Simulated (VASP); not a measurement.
Set up this calculation in VASP 6.6.1, as the native input.

```yaml
Task: relaxation of cell and atoms
Functional: PBE
Potentials_or_basis: VASP PAW PBE potentials, release 64 (Ir)
Cutoff: 600 eV
k_mesh: 18 × 18 × 18
Occupations: gaussian, width 0.1 eV
Spin: no spin polarisation
Dipole_correction: no
Further_INCAR_settings: ALGO = Fast; EDIFF = 1e-06; IBRION = 2; EDIFFG = -0.005; NSW = 100; ISIF = 3
```

The structure of Ir lies in POSCAR:

```
Ir
1.0
    0.0000000000      1.9379712973      1.9379712973
    1.9379712973      0.0000000000      1.9379712973
    1.9379712973      1.9379712973      0.0000000000
Ir
1
Direct
    0.0000000000      0.0000000000      0.0000000000
```

One way to write it, as run:

INCAR

```
  PREC = Accurate
  ENCUT = 600
  EDIFF = 1E-6
  ISMEAR = 0
  SIGMA = 0.1
  LREAL = F
  LASPH = T
  NELM = 60
  ALGO = Fast
  ISIF = 3
  LWAVE = F
  LCHARG = F
  GGA = PE
  IBRION = 2
  NSW = 100
  EDIFFG = -0.005
```

KPOINTS

```
Automatic mesh
0
Gamma
  18 18 18
```

Potentials or basis: VASP PAW PBE potentials, release 64 (Ir).

Launch:

```bash
$ cat potpaw_PBE.64/Ir/POTCAR > POTCAR
$ mpirun -np 1 vasp_std > vasp.out
```

Results of the run:

* Relaxed volume: 14.52 Å³/atom
* Relaxed cell: a = 2.738 Å, b = 2.738 Å, c = 2.738 Å, α = 60.00°, β = 60.00°, γ = 60.00°
* Space group after relaxing (to 0.1 Å): Fm-3m (No. 225)
* Energy gained by relaxing: 0.1 meV/atom
* Ionic steps: 3
* Pressure after relaxing: 0.0 GPa
* Band gap on the k mesh: zero (an odd number of electrons rules out a gap without spin polarisation)

Caveat: spin-orbit coupling is left out, which moves the levels of the heavy elements.

Run time: 32 s on 1 thread of Intel(R) Xeon(R) Platinum 8488C (Sapphire Rapids), on a shared host, peak memory 0.17 GiB.
